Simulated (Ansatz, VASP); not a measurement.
# One calculation of TaN, two programs

```
Ta N
1.0
     2.87924    0.00000    0.00000
    -1.43962    2.59527    0.00000
     0.00000    0.00000    2.88300
Ta N
1 1
Cartesian
  0.0000 1.7302 1.4415
  0.0000 0.0000 0.0000
```

Change from the starting cell: strain -0.0200 x Voigt [1, -1, 0, 0, 0, 0], atoms carried along.

Alike in both runs: task single point; functional PBE; k mesh 18 × 18 × 16; occupations gaussian, width 0.15 eV; no spin polarisation.

```csv
,VASP,Ansatz
version,VASP 6.6.1,Ansatz 0.2.0
potentials or method,"VASP PAW PBE potentials, release 64 (Ta_pv, N), cutoff 520 eV","scalar-relativistic, plane waves, PAW"
valence electrons in the cell,16,18
```

Ansatz gave:

| Item | Value |
| --- | --- |
| gap on the k mesh at the Fermi level (eV) | none |
| pressure (GPa) | 5.1 |
| traceless stress, the component that is largest in VASP (GPa) | -9.79 |
| rms of the force components (eV/Å) | 0.038 |

Task: Estimate VASP's values.

Result: gap on the k mesh at the Fermi level (eV): none; pressure (GPa): 5.8; traceless stress, the component that is largest in VASP (GPa): -9.86; rms of the force components (eV/Å): 0.041.

Atom by atom the forces differ by 0.003 eV/Å (rms over components). A gap of «none» marks a metal or a gap that the smearing closes. VASP's potentials hold 16 valence electrons a cell and Ansatz's 18, so a difference there can come from the potentials and not from the codes.

Spin-orbit coupling is off throughout.
